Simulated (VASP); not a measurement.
## InBi: single point with LDA

Crystal: InBi.

```
In Bi
1.0
     0.00000    3.47146    3.47146
     3.47146    0.00000    3.47146
     3.47146    3.47146    0.00000
In Bi
1 1
Direct
  0.00000 0.00000 0.00000
  0.25000 0.25000 0.25000
```

| Property | Result |
| --- | --- |
| Program | VASP 6.6.1 |
| Task | single point |
| Functional | LDA |
| Potentials or basis | VASP PAW LDA potentials, release 64 (In_d, Bi_d) |
| Cutoff | 520 eV |
| k mesh | 6 × 6 × 6 |
| Occupations | fermi-dirac, width 0.3 eV |
| Spin | no spin polarisation |

The pressure is -3.3 GPa. The band gap on the k mesh is zero (band 14 reaches 3.51 eV, above the bottom of band 15 at 3.21 eV).

Levels at points of the mesh, in eV from the Fermi level:
```csv
k point,band 11,band 12,band 13,band 14,band 15,band 16,band 17,band 18
"(0.00, 0.00, 0.00)",-11.22,-2.31,0.00,0.00,0.00,2.80,2.80,2.80
"(0.50, 0.00, 0.00)",-10.49,-5.23,-0.83,-0.83,-0.30,3.63,3.63,5.64
"(0.50, 0.50, 0.00)",-10.22,-5.48,-1.86,-1.86,1.18,1.18,6.97,6.97
```

It took 69 s on 1 thread of AMD EPYC 7R13 (shared host), peak memory 0.17 GiB.

Caveat: spin-orbit coupling is left out, which moves the levels of the heavy elements.
